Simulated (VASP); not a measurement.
# Os (P6_3/mmc) in VASP: a series of runs

The runs below take Os through single point, with PBE.

Program: VASP 6.6.1. These are calculated values, not measurements. Logs are shortened: lines on timing, memory, paths and dates and some standing lists are left out, and cuts for length are marked.

## 1. The cell of the first run

It takes space group P6_3/mmc (No. 194, hexagonal). Conventional cell: a = 2.697 Å, b = 2.697 Å, c = 4.261 Å, α = 90.00°, β = 90.00°, γ = 120.00°. Os (site symmetry -6m2) has 12 Os at 2.64 to 2.70 Å within 3.5 Å.

## 2. Single point, PBE (volume scaled by 0.96)

The input, INCAR:

```
SYSTEM = Os
ALGO = Normal
EDIFF = 1E-6
ENCUT = 520
GGA = PE
ISIF = 2
ISMEAR = -1
LASPH = .TRUE.
LCHARG = .TRUE.
LELF = .TRUE.
LREAL = .FALSE.
LVHAR = .TRUE.
LWAVE = .FALSE.
NBANDS = 15
NELM = 60
PREC = Accurate
SIGMA = 0.05
```

The input, KPOINTS:

```
k-points
0
G
  15 15 9
  0 0 0
```

The input, POSCAR:

```
Os
1.0
    2.6971481488      0.0000000000      0.0000000000
   -1.3485740745      2.3357988147      0.0000000000
    0.0000000000      0.0000000000      4.2613185190
Os
2
Direct
    0.3333333333      0.6666666667      0.2500000000
    0.6666666667      0.3333333333      0.7500000000
```

Potentials or basis: VASP PAW PBE potentials, release 64 (Os).

On the command line:

```sh
$ cat potpaw_PBE.64/Os/POTCAR > POTCAR
$ mpirun -np 1 vasp_std > vasp.out
```

OUTCAR:

```text
SYSTEM = Os
   EDIFF = 1E-6
   ENCUT = 520
   GGA = PE
   ISIF = 2
   ISMEAR = -1
   LASPH = .TRUE.
   LREAL = .FALSE.
   NELM = 60
   PREC = Accurate

 ion  position               nearest neighbor table
   1  0.333  0.667  0.250-   2 2.64   2 2.64   2 2.64   2 2.64   2 2.64   2 2.64
   2  0.667  0.333  0.750-   1 2.64   1 2.64   1 2.64   1 2.64   1 2.64   1 2.64

  LATTYP: Found a hexagonal cell.
 ALAT       =     2.6971481488
 C/A-ratio  =     1.5799349105

  Lattice vectors:

 A1 = (   2.6971481488,   0.0000000000,   0.0000000000)
 A2 = (  -1.3485740745,   2.3357988147,   0.0000000000)
 A3 = (   0.0000000000,   0.0000000000,   4.2613185190)

Analysis of symmetry for initial positions (statically):
=====================================================================
 Subroutine PRICEL returns:
 Original cell was already a primitive cell.

 Routine SETGRP: Setting up the symmetry group for a
 hexagonal supercell.

 Subroutine GETGRP returns: Found 24 space group operations
 (whereof 12 operations were pure point group operations)
 out of a pool of 24 trial point group operations.

The static configuration has the point symmetry D_3d.
 The point group associated with its full space group is D_6h.

Analysis of symmetry for dynamics (positions and initial velocities):
=====================================================================
 Subroutine PRICEL returns:
 Original cell was already a primitive cell.

 Routine SETGRP: Setting up the symmetry group for a
 hexagonal supercell.

 Subroutine GETGRP returns: Found 24 space group operations
 (whereof 12 operations were pure point group operations)
 out of a pool of 24 trial point group operations.

The dynamic configuration has the point symmetry D_3d.
 The point group associated with its full space group is D_6h.

 Subroutine INISYM returns: Found 24 space group operations
 (whereof 12 operations are pure point group operations),
 and found     1 'primitive' translations

----------------------------------------------------------------------------------------

                                     Primitive cell

  volume of cell :      26.8463

  direct lattice vectors                    reciprocal lattice vectors
     2.697148149  0.000000000  0.000000000     0.370761984  0.214059532  0.000000000
    -1.348574075  2.335798815  0.000000000     0.000000000  0.428119063  0.000000000
     0.000000000  0.000000000  4.261318519     0.000000000  0.000000000  0.234669151

  length of vectors
     2.697148149  2.697148149  4.261318519     0.428119063  0.428119063  0.234669151

  position of ions in fractional coordinates (direct lattice)
     0.333333333  0.666666667  0.250000000
[... 85 lines left out ...]
   ISYM   =      2    0-nonsym 1-usesym 2-fastsym
   POTIM  = 0.5000    time-step for ionic-motion
   TEBEG  =    0.0;   TEEND  =   0.0 temperature during run
   PSTRESS=    0.0 pullay stress
   NELECT =      16.0000    total number of electrons
   NUPDOWN=      -1.0000    fix difference up-down
   EMIN   =  10.00;   EMAX   =-10.00  energy-range for DOS
   EFERMI =   0.00;   METHOD = LEGACY
   ISMEAR =    -1;   SIGMA  =   0.05  broadening in eV -4-tet -1-fermi 0-gaus
   EFERMI_NEDOS =   21; number of points for ismear=-14 and -15
   IALGO  =     38    algorithm
   IMIX   =      4    mixing-type and parameters
     AMIX     =   0.40;   BMIX     =  1.00
     AMIX_MAG =   1.60;   BMIX_MAG =  1.00
  volume/ion in A,a.u.               =      13.42        90.58
  Fermi-wavevector in a.u.,A,eV,Ry     =   1.377696  2.603468 25.824489  1.898046
  Thomas-Fermi vector in A             =   2.502826
   LORBIT       =      0    0 simple, 1 ext, 2 COOP (PROOUT), +10 PAW based schemes
   GGA     = PE    functional components
   LHFCALC =     F    Hartree Fock is set to
   AEXX    =    0.0000 exact exchange contribution
   IVDW    =     0    specifies the selected vdW correction
   LEPSILON=     F    determine dielectric tensor
   LRPA    =     F    only Hartree local field effects (RPA)
 non-spin polarized calculation
  energy-cutoff  :      520.00
  volume of cell :       26.85
 maximum number of plane-waves:       739
 NGX is ok and might be reduce to    20
   NGX =  9   NGY =  9   NGZ = 15

 number of electron      15.9999999 magnetization

 Free energy of the ion-electron system (eV)
  ---------------------------------------------------
  ext. energy  EPLUGINS =         0.00000000
  ---------------------------------------------------
  free energy    TOTEN  =       -22.36282905 eV

  energy without entropy =      -22.35516473  energy(sigma->0) =      -22.35899689

 E-fermi :  10.1042     XC(G=0): -14.2977

 val. band max:       10.0719664987   @ k =   0.0667   0.0667   0.3333
 cond. band min:      10.1110040592   @ k =   0.1333   0.0000   0.3333
 fundamental gap:      0.0390375605
 Fermi energy:        10.1041540837

 k-point     1 :       0.0000    0.0000    0.0000
  band No.  band energies     occupation
      1      -1.2154      2.00000
      2       1.9096      2.00000
      3       6.8550      2.00000
      4       6.8550      2.00000
      5       7.1329      2.00000
      6       7.7572      2.00000
      7       7.7572      2.00000
      8       8.4535      2.00000
      9       8.4535      2.00000
     10      10.1444      0.61782
     11      11.9072      0.00000
     12      11.9072      0.00000
     13      19.6883      0.00000
     14      24.1196      0.00000
[... 401 lines left out ...]
      2       3.6443      2.00000
      3       3.7553      2.00000
      4       5.9422      2.00000
      5       6.2047      2.00000
      6       7.0134      2.00000
      7       8.3776      2.00000
      8      11.6415      0.00000
      9      12.2915      0.00000
     10      12.5094      0.00000
     11      15.4731      0.00000
     12      16.1786      0.00000
     13      18.6766      0.00000
     14      21.8947      0.00000
     15      24.5606      0.00000

 [... further k-points ...]
[... 5 lines left out ...]
  --------------------------------------------------------------------------------------
  -------------------------------------------------------------------------------------
  Total        4.7185662      4.7185663      5.0739599     -0.0000000      0.0000000      0.0000000
  in kB      281.6024353    281.6024353    302.8122086     -0.0000000      0.0000000      0.0000000
  external PRESSURE =     288.6723597 kB  Pullay stress =       0.0000000 kB

 VOLUME and BASIS-vectors are now :
 -----------------------------------------------------------------------------
  energy-cutoff  :      520.00
  volume of cell :       26.85
      direct lattice vectors                 reciprocal lattice vectors
     2.697148149  0.000000000  0.000000000     0.370761984  0.214059532  0.000000000
    -1.348574075  2.335798815  0.000000000     0.000000000  0.428119063  0.000000000
     0.000000000  0.000000000  4.261318519     0.000000000  0.000000000  0.234669151

 POSITION                                       TOTAL-FORCE (eV/Angst)
 -----------------------------------------------------------------------------------
     -0.00000      1.55720      1.06533         0.000000     -0.000000      0.000000
      1.34857      0.77860      3.19599        -0.000000      0.000000      0.000000
 -----------------------------------------------------------------------------------
    total drift:                               -0.000000      0.000000     -0.000000

  FREE ENERGIE OF THE ION-ELECTRON SYSTEM (eV)
  ---------------------------------------------------
  free  energy   TOTEN  =       -22.3628290487 eV

  energy  without entropy=      -22.3551647341  energy(sigma->0) =      -22.35899689
```

OSZICAR:

```text
N       E                     dE             d eps       ncg     rms          rms(c)
DAV:   1     0.106118613641E+03    0.10612E+03   -0.74755E+03  4050   0.103E+03
DAV:   2    -0.189835404809E+02   -0.12510E+03   -0.10920E+03  4155   0.332E+02
DAV:   3    -0.236716030501E+02   -0.46881E+01   -0.45480E+01  5506   0.574E+01
DAV:   4    -0.237031894707E+02   -0.31586E-01   -0.31558E-01  4414   0.483E+00
DAV:   5    -0.237033508890E+02   -0.16142E-03   -0.16141E-03  5542   0.326E-01    0.257E+01
DAV:   6    -0.226998567231E+02    0.10035E+01   -0.72940E-01  5149   0.726E+00    0.123E+01
DAV:   7    -0.223706093791E+02    0.32925E+00   -0.58878E-01  5184   0.639E+00    0.593E-01
DAV:   8    -0.223647683555E+02    0.58410E-02   -0.69153E-03  4162   0.652E-01    0.349E-01
DAV:   9    -0.223628382995E+02    0.19301E-02   -0.15635E-03  5044   0.394E-01    0.351E-02
DAV:  10    -0.223628486435E+02   -0.10344E-04   -0.43883E-05  5205   0.531E-02    0.784E-03
DAV:  11    -0.223628302235E+02    0.18420E-04   -0.33388E-06  4729   0.211E-02    0.166E-03
DAV:  12    -0.223628291518E+02    0.10717E-05   -0.73088E-08  2837   0.291E-03    0.691E-04
DAV:  13    -0.223628290487E+02    0.10308E-06   -0.70476E-09  2585   0.781E-04
   1 F= -.22362829E+02 E0= -.22358997E+02  d E =-.766431E-02
```

Wall time 26 s (1 thread of Intel Xeon Platinum 8559C (Emerald Rapids), shared host); peak memory 0.17 GiB.

Results:

```
Free energy            : -22.3628 eV
Pressure               : 28.9 GPa
Band gap on the k mesh : zero (band 8 reaches 12.34 eV, above the bottom of band 9 at 8.26 eV)
```

Caveat: spin-orbit coupling is left out, which moves the levels of the heavy elements.

## 3. Single point, PBE (volume scaled by 0.99)

The input, INCAR:

```
SYSTEM = Os
  ALGO = Normal
  EDIFF = 1E-7
  ENCUT = 520
  GGA = PE
  ISIF = 2
  ISMEAR = -1
  LASPH = .TRUE.
  LCHARG = .TRUE.
  LELF = .TRUE.
  LREAL = .FALSE.
  LVHAR = .TRUE.
  LWAVE = .FALSE.
  NBANDS = 15
  NELM = 100
  PREC = Accurate
  SIGMA = 0.05
```

KPOINTS is that of step 2.

The input, POSCAR:

```
Os
1.0
    2.7249557601      0.0000000000      0.0000000000
   -1.3624778801      2.3598809125      0.0000000000
    0.0000000000      0.0000000000      4.3052527349
Os
2
Direct
    0.3333333333      0.6666666667      0.2500000000
    0.6666666667      0.3333333333      0.7500000000
```

Potentials or basis: VASP PAW PBE potentials, release 64 (Os).

On the command line:

```sh
$ cat potpaw_PBE.64/Os/POTCAR > POTCAR
$ mpirun -np 1 vasp_std > vasp.out
```

OUTCAR:

```text
SYSTEM = Os
   EDIFF = 1E-7
   ENCUT = 520
   GGA = PE
   ISIF = 2
   ISMEAR = -1
   LASPH = .TRUE.
   LREAL = .FALSE.
   NELM = 100
   PREC = Accurate

 ion  position               nearest neighbor table
   1  0.333  0.667  0.250-   2 2.67   2 2.67   2 2.67   2 2.67   2 2.67   2 2.67
   2  0.667  0.333  0.750-   1 2.67   1 2.67   1 2.67   1 2.67   1 2.67   1 2.67

  LATTYP: Found a hexagonal cell.
 ALAT       =     2.7249557601
 C/A-ratio  =     1.5799349105

  Lattice vectors:

 A1 = (   2.7249557601,   0.0000000000,   0.0000000000)
[... 610 lines left out ...]
     10      11.9078      0.00000
     11      14.7755      0.00000
     12      15.4517      0.00000
     13      17.9868      0.00000
     14      21.0859      0.00000
     15      23.6403      0.00000

 [... further k-points ...]
[... 5 lines left out ...]
  --------------------------------------------------------------------------------------
  -------------------------------------------------------------------------------------
  Total        2.2340336      2.2340336      2.4219219     -0.0000000     -0.0000000      0.0000000
  in kB      129.2861765    129.2861765    140.1594918     -0.0000000     -0.0000000      0.0000000
  external PRESSURE =     132.9106149 kB  Pullay stress =       0.0000000 kB

 VOLUME and BASIS-vectors are now :
 -----------------------------------------------------------------------------
  energy-cutoff  :      520.00
  volume of cell :       27.69
      direct lattice vectors                 reciprocal lattice vectors
     2.724955760  0.000000000  0.000000000     0.366978435  0.211875098  0.000000000
    -1.362477880  2.359880912  0.000000000     0.000000000  0.423750196  0.000000000
     0.000000000  0.000000000  4.305252735     0.000000000  0.000000000  0.232274401

 POSITION                                       TOTAL-FORCE (eV/Angst)
 -----------------------------------------------------------------------------------
     -0.00000      1.57325      1.07631        -0.000000     -0.000000      0.000000
      1.36248      0.78663      3.22894         0.000000      0.000000      0.000000
 -----------------------------------------------------------------------------------
    total drift:                               -0.000000      0.000000     -0.000000

  FREE ENERGIE OF THE ION-ELECTRON SYSTEM (eV)
  ---------------------------------------------------
  free  energy   TOTEN  =       -22.4726438056 eV

  energy  without entropy=      -22.4645455437  energy(sigma->0) =      -22.46859467
```

Wall time 23 s (1 thread of Intel Xeon Platinum 8559C (Emerald Rapids), shared host); peak memory 0.17 GiB.

Results:

| Property | Result |
| --- | --- |
| Free energy | -22.4726 eV |
| Pressure | 13.3 GPa |
| Band gap on the k mesh | zero (band 8 reaches 11.74 eV, above the bottom of band 9 at 7.86 eV) |

Caveat: spin-orbit coupling is left out, which moves the levels of the heavy elements.
